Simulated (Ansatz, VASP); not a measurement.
# One calculation of LiNbO3, two programs

Contents of POSCAR:

```
LiNbO3
1.0
    2.5923872641      1.4967154848      4.5628211618
   -2.5923872641      1.4967154848      4.5628211618
    0.0000000000     -2.9934309695      4.5628211619
Li Nb O
2 2 6
Direct
    0.2310059032      0.2310059032      0.2310059032
    0.7310059032      0.7310059032      0.7310059032
   -0.0039452652     -0.0039452652     -0.0039452652
    0.4960547348      0.4960547348      0.4960547348
    0.1378480270      0.3808809358      0.7624204400
    0.7624204400      0.1378480270      0.3808809358
    0.3808809358      0.7624204400      0.1378480270
    0.8808809358      0.6378480270      0.2624204400
    0.2624204400      0.8808809358      0.6378480270
    0.6378480270      0.2624204400      0.8808809358
```

INCAR.step1

```
PREC = Accurate
ENCUT = 520
ISMEAR = 0
SIGMA = 0.05
LREAL = False
LASPH = True
NELM = 60
NBANDS = 45
GGA = PE
ALGO = Normal
EDIFF = 1E-4
LWAVE = True
LCHARG = False
```

INCAR.step2

```
PREC = Accurate
ENCUT = 520
EDIFF = 1E-7
ISMEAR = 0
SIGMA = 0.05
LREAL = False
LASPH = True
NELM = 60
ALGO = Normal
ISIF = 2
LWAVE = False
LCHARG = False
METAGGA = R2SCAN
LMIXTAU = True
NBANDS = 45
ISTART = 1
```

File KPOINTS:

```
Automatic mesh
0
Gamma
  6 6 6
```

Input for Ansatz:

```yaml
crystal:
  lattice:
    - [2.5923872641, 1.4967154848, 4.5628211618]
    - [-2.5923872641, 1.4967154848, 4.5628211618]
    - [0.0, -2.9934309695, 4.5628211619]
  atoms:
    - { symbol: Li, position: [0.2310059032, 0.2310059032, 0.2310059032] }
    - { symbol: Li, position: [0.7310059032, 0.7310059032, 0.7310059032] }
    - { symbol: Nb, position: [-0.0039452652, -0.0039452652, -0.0039452652] }
    - { symbol: Nb, position: [0.4960547348, 0.4960547348, 0.4960547348] }
    - { symbol: O, position: [0.137848027, 0.3808809358, 0.76242044] }
    - { symbol: O, position: [0.76242044, 0.137848027, 0.3808809358] }
    - { symbol: O, position: [0.3808809358, 0.76242044, 0.137848027] }
    - { symbol: O, position: [0.8808809358, 0.637848027, 0.26242044] }
    - { symbol: O, position: [0.26242044, 0.8808809358, 0.637848027] }
    - { symbol: O, position: [0.637848027, 0.26242044, 0.8808809358] }
basis:
  ecutwfc: 500
kpoints:
  mp_grid: { grid: [6, 6, 6] }
hamiltonian:
  xc: r2scan
scf:
  occupations: { method: gaussian, width: 0.05 }
output:
  forces: true
  stress: true
  eigenvalues: true
```

Change from the starting cell: mode 1 (-215.1 1/cm) frozen in, largest displacement -0.260 Å.

Alike in both runs: task single point; functional r2SCAN; k mesh 6 × 6 × 6; occupations gaussian, width 0.05 eV; no spin polarisation.

|  | VASP | Ansatz |
| --- | --- | --- |
| version | VASP 6.6.1 | Ansatz 0.2.0 |
| potentials or method | VASP PAW PBE potentials, release 64 (Li_sv, Nb_sv, O), cutoff 520 eV | scalar-relativistic, plane waves, PAW |
| valence electrons in the cell | 68 | 68 |

```tsv
	VASP	Ansatz	Ansatz less VASP
gap on the k mesh at the Fermi level (eV)	3.70	3.71	+0.012
least direct gap on the mesh (eV)	3.73	3.75	+0.011
rms of the force components (eV/Å)	0.158	0.155	-0.0029
```

VASP's potentials were made for PBE, not for r2SCAN. Atom by atom the forces differ by 0.006 eV/Å (rms over components).

Noted on VASP's run: the cutoff is under 1.25 times that of the potentials, so the pressure is a little rough.
